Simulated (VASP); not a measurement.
# WC (WC type) (P-6m2) in VASP: a series of runs

The runs below take WC (WC type) through relaxation of cell and atoms, with PBE.

All numbers are computed with VASP 6.6.1; they aren't measurements. Logs are shortened: lines on timing, memory, paths and dates and some standing lists are left out, and cuts for length are marked.

**1. The cell of the first run**

The structure is hexagonal, space group P-6m2 (No. 187). The conventional cell has a = 2.485 Å, b = 2.485 Å, c = 2.436 Å, α = 90.00°, β = 90.00°, γ = 120.00°. Within 2.5 Å of W (site symmetry -6m2) lie 6 C at 1.88 Å and 8 W at 2.44 to 2.49 Å. C (site symmetry -6m2) has 6 W at 1.88 Å and 8 C at 2.44 to 2.49 Å within 2.5 Å.

**2. Relaxation of cell and atoms, PBE, target pressure 480 GPa, at which the enthalpy is minimised**

The input, INCAR:

```
PREC = Accurate
ENCUT = 600
EDIFF = 1E-6
ISMEAR = -1
SIGMA = 0.1
LREAL = False
LASPH = True
NELM = 60
ALGO = Normal
ISIF = 3
LWAVE = False
LCHARG = False
GGA = PE
IBRION = 2
NSW = 60
EDIFFG = -0.005
PSTRESS = 4800.0
```

The input, KPOINTS:

```
Automatic mesh
0
Gamma
  18 18 16
```

The input, POSCAR:

```
WC
1.0
    2.4853693468      0.0000000000      0.0000000000
   -1.2426846734      2.1523929921      0.0000000000
    0.0000000000      0.0000000000      2.4356619599
W C
1 1
Direct
    0.0000000000      0.0000000000      0.0000000000
    0.3333333333      0.6666666667      0.5000000000
```

Potentials or basis: VASP PAW PBE potentials, release 64 (W_sv, C).

Command:

```sh
cat potpaw_PBE.64/W_sv/POTCAR potpaw_PBE.64/C/POTCAR > POTCAR
mpirun -np 1 vasp_std > vasp.out
```

OUTCAR:

```text
PREC = Accurate
   ENCUT = 600
   EDIFF = 1E-6
   ISMEAR = -1
   LREAL = False
   LASPH = True
   NELM = 60
   ISIF = 3
   GGA = PE
   IBRION = 2
   NSW = 60
   EDIFFG = -0.005
   PSTRESS = 4800.0

 ion  position               nearest neighbor table
   1  0.000  0.000  0.000-   2 1.88   2 1.88   2 1.88   2 1.88   2 1.88   2 1.88
   2  0.333  0.667  0.500-   1 1.88   1 1.88   1 1.88   1 1.88   1 1.88   1 1.88

  LATTYP: Found a hexagonal cell.
 ALAT       =     2.4853693468
 C/A-ratio  =     0.9800000000

  Lattice vectors:

 A1 = (   2.4853693468,   0.0000000000,   0.0000000000)
 A2 = (  -1.2426846734,   2.1523929921,   0.0000000000)
 A3 = (   0.0000000000,   0.0000000000,   2.4356619599)

Analysis of symmetry for initial positions (statically):
=====================================================================
 Subroutine PRICEL returns:
 Original cell was already a primitive cell.

 Routine SETGRP: Setting up the symmetry group for a
 hexagonal supercell.

 Subroutine GETGRP returns: Found 12 space group operations
 (whereof 12 operations were pure point group operations)
 out of a pool of 24 trial point group operations.

The static configuration has the point symmetry D_3h.

Analysis of symmetry for dynamics (positions and initial velocities):
=====================================================================
 Subroutine PRICEL returns:
 Original cell was already a primitive cell.

 Routine SETGRP: Setting up the symmetry group for a
 hexagonal supercell.

 Subroutine GETGRP returns: Found 12 space group operations
 (whereof 12 operations were pure point group operations)
 out of a pool of 24 trial point group operations.

The dynamic configuration has the point symmetry D_3h.

 Subroutine INISYM returns: Found 12 space group operations
 (whereof 12 operations are pure point group operations),
 and found     1 'primitive' translations

----------------------------------------------------------------------------------------

                                     Primitive cell

  volume of cell :      13.0296

  direct lattice vectors                    reciprocal lattice vectors
     2.485369347  0.000000000  0.000000000     0.402354685  0.232299586  0.000000000
    -1.242684673  2.152392992  0.000000000     0.000000000  0.464599171  0.000000000
     0.000000000  0.000000000  2.435661960     0.000000000  0.000000000  0.410566005

  length of vectors
     2.485369347  2.485369347  2.435661960     0.464599171  0.464599171  0.410566005

  position of ions in fractional coordinates (direct lattice)
     0.000000000  0.000000000  0.000000000
     0.333333333  0.666666667  0.500000000

  ion indices of the primitive-cell ions
   primitive index   ion index
                 1           1
                 2           2

----------------------------------------------------------------------------------------

 KPOINTS: Automatic mesh

Automatic generation of k-mesh.
 Grid dimensions read from file:
 generate k-points for:   18   18   16

 Generating k-lattice:

  Cartesian coordinates                     Fractional coordinates (reciprocal lattice)
     0.022353038  0.012905533  0.000000000     0.055555556  0.000000000  0.000000000
     0.000000000  0.025811065  0.000000000     0.000000000  0.055555556  0.000000000
     0.000000000  0.000000000  0.025660375     0.000000000  0.000000000  0.062500000

  Length of vectors
     0.025811065  0.025811065  0.025660375

  Shift w.r.t. Gamma in fractional coordinates (k-lattice)
     0.000000000  0.000000000  0.000000000

 Subroutine IBZKPT returns following result:
 ===========================================

 Found    333 irreducible k-points:

 Following reciprocal coordinates:
            Coordinates               Weight
  0.000000  0.000000  0.000000      1.000000
  0.055556  0.000000  0.000000      6.000000
  0.111111  0.000000  0.000000      6.000000
  0.166667  0.000000  0.000000      6.000000
  0.222222  0.000000  0.000000      6.000000
  0.277778  0.000000  0.000000      6.000000
[... 16 lines left out ...]
  0.333333  0.111111  0.000000     12.000000
  0.388889  0.111111  0.000000     12.000000
 [... further k-points ...]
   k-points           NKPTS =    333   k-points in BZ     NKDIM =    333   number of bands    NBANDS=     13
   number of dos      NEDOS =    301   number of ions     NIONS =      2
   total plane-waves  NPLWV =   8000
   dimension x,y,z NGX =    20 NGY =   20 NGZ =   20
   dimension x,y,z NGXF=    40 NGYF=   40 NGZF=   40
   ions per type =               1   1
   NGX,Y,Z   is equivalent  to a cutoff of  13.38, 13.38, 13.65 a.u.
   NGXF,Y,Z  is equivalent  to a cutoff of  26.76, 26.76, 27.30 a.u.
 SYSTEM =  unknown system
   PREC   = accura    normal or accurate (medium, high low for compatibility)
   ISTART =      0    job   : 0-new  1-cont  2-samecut
   ICHARG =      2    charge: 1-file 2-atom 10-const
   ISPIN  =      1    spin polarized calculation?
   LNONCOLLINEAR =      F non collinear calculations
   LSORBIT =      F    spin-orbit coupling
   LASPH  =      T    aspherical Exc in radial PAW
   ENCUT  =  600.0 eV  44.10 Ry    6.64 a.u.   4.96  4.96  4.86*2*pi/ulx,y,z
   NELM   =     60;   NELMIN=  2; NELMDL= -5     # of ELM steps
   EDIFF  = 0.1E-05   stopping-criterion for ELM
   LREAL  =      F    real-space projection
   EDIFFG = -.5E-02   stopping-criterion for IOM
   NSW    =     60    number of steps for IOM
   IBRION =      2    ionic relax: 0-MD 1-quasi-New 2-CG
   NFREE  =      1    steps in history (QN), initial steepest desc. (CG)
   ISIF   =      3    stress and relaxation
   ISYM   =      2    0-nonsym 1-usesym 2-fastsym
   POTIM  = 0.5000    time-step for ionic-motion
   TEBEG  =    0.0;   TEEND  =   0.0 temperature during run
   PSTRESS= 4800.0 pullay stress
   NELECT =      18.0000    total number of electrons
   NUPDOWN=      -1.0000    fix difference up-down
   EMIN   =  10.00;   EMAX   =-10.00  energy-range for DOS
   EFERMI =   0.00;   METHOD = LEGACY
   ISMEAR =    -1;   SIGMA  =   0.10  broadening in eV -4-tet -1-fermi 0-gaus
   EFERMI_NEDOS =   21; number of points for ismear=-14 and -15
   IALGO  =     38    algorithm
   IMIX   =      4    mixing-type and parameters
     AMIX     =   0.40;   BMIX     =  1.00
     AMIX_MAG =   1.60;   BMIX_MAG =  1.00
  volume/ion in A,a.u.               =       6.51        43.96
  Fermi-wavevector in a.u.,A,eV,Ry     =   1.823290  3.445519 45.231039  3.324388
  Thomas-Fermi vector in A             =   2.879266
   LORBIT       =      0    0 simple, 1 ext, 2 COOP (PROOUT), +10 PAW based schemes
   GGA     = PE    functional components
   LHFCALC =     F    Hartree Fock is set to
   AEXX    =    0.0000 exact exchange contribution
   IVDW    =     0    specifies the selected vdW correction
   LEPSILON=     F    determine dielectric tensor
   LRPA    =     F    only Hartree local field effects (RPA)
 conjugate gradient relaxation of ions
 non-spin polarized calculation
  energy-cutoff  :      600.00
  volume of cell :       13.03
 maximum number of plane-waves:       447
 NGX is ok and might be reduce to    20
   NGX =  9   NGY =  9   NGZ =  9

--------------------------------------- Ionic step        1  -------------------------------------------

 number of electron      18.0000001 magnetization

 Free energy of the ion-electron system (eV)
  ---------------------------------------------------
  ext. energy  EPLUGINS =         0.00000000
  ---------------------------------------------------
  free energy    TOTEN  =       -14.03909082 eV

  energy without entropy =      -14.03102559  energy(sigma->0) =      -14.03505821

------------------------ aborting loop because EDIFF is reached ----------------------------------------

  FORCE on cell =-STRESS in cart. coord.  units (eV):
  Direction    XX          YY          ZZ          XY          YZ          ZX
  --------------------------------------------------------------------------------------
  -------------------------------------------------------------------------------------
  Total       39.2363202     39.2363202     43.8117416     -0.0000000     -0.0000000      0.0000000
  in kB     4824.6890908   4824.6890908   5387.3052023     -0.0000000     -0.0000000      0.0000000
  external PRESSURE =     212.2277946 kB  Pullay stress =    4800.0000000 kB
[... 93 lines left out ...]
  FREE ENERGIE OF THE ION-ELECTRON SYSTEM (eV)
  ---------------------------------------------------
  free  energy   TOTEN  =       -14.8532289640 eV

  energy  without entropy=      -14.8458322990  energy(sigma->0) =      -14.84953063

  enthalpy is  TOTEN    =        24.9592344754 eV   P V=       39.8124634394

[... ionic steps 4 to 13 ...]

--------------------------------------- Ionic step       14  -------------------------------------------

 number of electron      18.0000002 magnetization

------------------------ aborting loop because EDIFF is reached ----------------------------------------

  FORCE on cell =-STRESS in cart. coord.  units (eV):
  Direction    XX          YY          ZZ          XY          YZ          ZX
  --------------------------------------------------------------------------------------
  -------------------------------------------------------------------------------------
  Total       39.3993793     39.3993793     39.3776101     -0.0000000      0.0000000     -0.0000000
  in kB     4800.4238636   4800.4238634   4797.7715077     -0.0000000      0.0000000     -0.0000000
  external PRESSURE =      -0.4602551 kB  Pullay stress =    4800.0000000 kB
[... 61 lines left out ...]
  enthalpy is  TOTEN    =        24.9439033560 eV   P V=       39.3946334002

--------------------------------------- Ionic step       16  -------------------------------------------

 number of electron      18.0000002 magnetization

 Free energy of the ion-electron system (eV)
  ---------------------------------------------------
  ext. energy  EPLUGINS =         0.00000000
  ---------------------------------------------------
  free energy    TOTEN  =       -14.45142994 eV

  energy without entropy =      -14.44425213  energy(sigma->0) =      -14.44784103

 E-fermi :  19.3692     XC(G=0): -16.5269

 val. band max:       19.3634676621   @ k =   0.3889   0.2222   0.0000
 cond. band min:      19.3798070237   @ k =   0.3889   0.1111   0.3750
 fundamental gap:      0.0163393616
 Fermi energy:        19.3692177167

 k-point     1 :       0.0000    0.0000    0.0000
  band No.  band energies     occupation
      1     -54.7132      2.00000
      2     -18.6363      2.00000
      3     -17.7621      2.00000
      4     -17.7621      2.00000
      5       0.9582      2.00000
      6      11.0491      2.00000
      7      13.3479      2.00000
      8      13.3479      2.00000
      9      19.0576      1.91514
     10      24.6405      0.00000
     11      24.6405      0.00000
     12      27.1844      0.00000
     13      27.1844      0.00000
[... 353 lines left out ...]
 k-point    24 :       0.3889    0.1111    0.0000
  band No.  band energies     occupation
      1     -54.2278      2.00000
      2     -21.3809      2.00000
      3     -18.9513      2.00000
      4     -17.9719      2.00000
      5       5.7588      2.00000
      6       9.9382      2.00000
      7      12.2522      2.00000
      8      13.2964      2.00000
      9      18.2705      1.99997
     10      21.2604      0.00000
     11      24.7058      0.00000
     12      27.9069      0.00000
     13      30.0922      0.00000

 [... further k-points ...]
[... 5 lines left out ...]
  --------------------------------------------------------------------------------------
  -------------------------------------------------------------------------------------
  Total       39.3932456     39.3932456     39.3991562      0.0000000      0.0000000      0.0000000
  in kB     4799.7458286   4799.7458283   4800.4659908      0.0000000      0.0000000      0.0000000
  external PRESSURE =      -0.0141174 kB  Pullay stress =    4800.0000000 kB
[... 17 lines left out ...]
  FREE ENERGIE OF THE ION-ELECTRON SYSTEM (eV)
  ---------------------------------------------------
  free  energy   TOTEN  =       -14.4514299402 eV

  energy  without entropy=      -14.4442521277  energy(sigma->0) =      -14.44784103

  enthalpy is  TOTEN    =        24.9439017150 eV   P V=       39.3953316552

 reached required accuracy - stopping structural energy minimisation
```

Wall time 2.5 min (1 thread of Intel Xeon 6975P-C (Granite Rapids), shared host); peak memory 0.21 GiB.

What came out:

```yaml
Free_energy: -14.4514 eV
Relaxed_volume: 6.57 Å³/atom
Relaxed_cell: a = 2.469 Å, b = 2.469 Å, c = 2.492 Å, α = 90.00°, β = 90.00°, γ = 120.00°
Space_group_after_relaxing_to_0.1_Å: P-6m2 (No. 187)
Energy_change_on_relaxing_the_run_minimises_the_enthalpy: -206.2 meV/atom
Ionic_steps: 16
Pressure_after_relaxing: 480.0 GPa
Band_gap_on_the_k_mesh: zero (bands 9 and 10 overlap by 4.07 eV)
```

The path:
```
step  energy change (eV)  largest force (eV/Å)  pressure (GPa)  volume (Å³)
   1              0.0000                0.0000          501.22        13.03
   2             -3.7388                0.0000          293.95        14.67
   3             -0.8141                0.0000          460.66        13.29
   4             -0.7208                0.0000          465.40        13.26
   5              1.1218                0.0000          546.37        12.71
   6             -0.4220                0.0000          479.59        13.15
   7             -0.4089                0.0000          480.13        13.15
   8             -0.4023                0.0000          480.47        13.15
   9             -0.4780                0.0000          476.75        13.17
  10             -0.4123                0.0000          479.98        13.15
  11             -0.4127                0.0000          479.98        13.15
  12             -0.4454                0.0000          478.35        13.16
  13             -0.4131                0.0000          479.86        13.15
  14             -0.4129                0.0000          479.95        13.15
  15             -0.4116                0.0000          480.04        13.15
  16             -0.4123                0.0000          480.00        13.15
```

Final structure:
```
W C
1.0
     2.46853    0.00000    0.00000
    -1.23427    2.13781    0.00000
     0.00000    0.00000    2.49176
W C
1 1
Direct
  0.00000 0.00000 0.00000
  0.33333 0.66667 0.50000
```

Levels at points of the mesh, in eV from the Fermi level:
```csv
k point,band 7,band 8,band 9,band 10,band 11,band 12
"(0.00, 0.00, 0.00)",-6.02,-6.02,-0.31,5.27,5.27,7.82
"(0.50, 0.00, 0.00)",-7.33,-6.45,-0.77,3.22,7.92,8.72
"(0.00, 0.00, 0.50)",-3.67,-3.67,-2.05,-2.05,4.17,5.30
"(0.50, 0.00, 0.50)",-7.55,-5.31,2.02,8.09,8.95,10.34
```

Caveat: the cell is relaxed towards a set pressure, so the run minimises the enthalpy, not the energy; spin-orbit coupling is left out, which moves the levels of the heavy elements.

**3. Relaxation of cell and atoms, PBE, target pressure 480 GPa, at which the enthalpy is minimised**

This run uses another cell than the first one, of 6.54 Å³/atom.

The input, INCAR:

```
PREC = Accurate ; ENCUT = 600
EDIFF = 1E-6 ; ISMEAR = -1
SIGMA = 0.1 ; LREAL = F
LASPH = T ; NELM = 80
ALGO = Normal ; ISIF = 3
LWAVE = F ; LCHARG = F
GGA = PE ; IBRION = 2
NSW = 32 ; EDIFFG = -0.005
PSTRESS = 4800.0
```

KPOINTS is that of step 2.

The input, POSCAR:

```
WC
1.0
    2.4636095344      0.0000000000      0.0000000000
   -1.2318047672      2.1335484418      0.0000000000
    0.0000000000      0.0000000000      2.4879834486
W C
1 1
Direct
    0.0000000000      0.0000000000      0.0000000000
    0.3333333333      0.6666666667      0.5000000000
```

Potentials or basis: VASP PAW PBE potentials, release 64 (W_sv, C).

Command:

```sh
cat potpaw_PBE.64/W_sv/POTCAR potpaw_PBE.64/C/POTCAR > POTCAR
mpirun -np 1 vasp_std > vasp.out
```

It took 83 s on 1 thread of Intel Xeon 6975P-C (Granite Rapids), shared host; peak memory 0.21 GiB.

The run converged. Its results:

| Quantity | Value |
| --- | --- |
| Free energy | -14.4517 eV |
| Relaxed volume | 6.57 Å³/atom |
| Relaxed cell | a = 2.469 Å, b = 2.469 Å, c = 2.492 Å, α = 90.00°, β = 90.00°, γ = 120.00° |
| Space group after relaxing (to 0.1 Å) | P-6m2 (No. 187) |
| Energy change on relaxing (the run minimises the enthalpy) | -109.5 meV/atom |
| Ionic steps | 9 |
| Pressure after relaxing | 479.9 GPa |
| Band gap on the k mesh | zero (bands 9 and 10 overlap by 4.07 eV) |

The path:
```
step  energy change (eV)  largest force (eV/Å)  pressure (GPa)  volume (Å³)
   1              0.0000                0.0000          490.88        13.08
   2             -2.3056                0.0000          374.96        13.94
   3             -0.2249                0.0000          479.63        13.15
   4             -0.2175                0.0000          479.97        13.15
   5             -0.2132                0.0000          480.20        13.15
   6             -0.2159                0.0000          480.20        13.15
   7             -0.2142                0.0000          480.24        13.15
   8             -0.2541                0.0000          478.24        13.16
   9             -0.2190                0.0000          479.89        13.15
```

Final structure:
```
W C
1.0
     2.46854    0.00000    0.00000
    -1.23427    2.13782    0.00000
     0.00000    0.00000    2.49175
W C
1 1
Direct
  0.00000 0.00000 0.00000
  0.33333 0.66667 0.50000
```

Levels at points of the mesh, in eV from the Fermi level:
```tsv
k point	band 5	band 6	band 7	band 8	band 9	band 10	band 11	band 12	band 13
(0.00, 0.00, 0.00)	-18.41	-8.32	-6.02	-6.02	-0.31	5.27	5.27	7.82	7.82
(0.50, 0.00, 0.00)	-14.14	-9.27	-7.33	-6.45	-0.77	3.22	7.92	8.72	8.83
(0.00, 0.00, 0.50)	-12.07	-10.79	-3.67	-3.67	-2.05	-2.05	4.17	5.30	5.30
(0.50, 0.00, 0.50)	-16.15	-10.48	-7.55	-5.31	2.02	8.09	8.95	10.34	14.58
```

Caveat: the cell is relaxed towards a set pressure, so the run minimises the enthalpy, not the energy; spin-orbit coupling is left out, which moves the levels of the heavy elements.
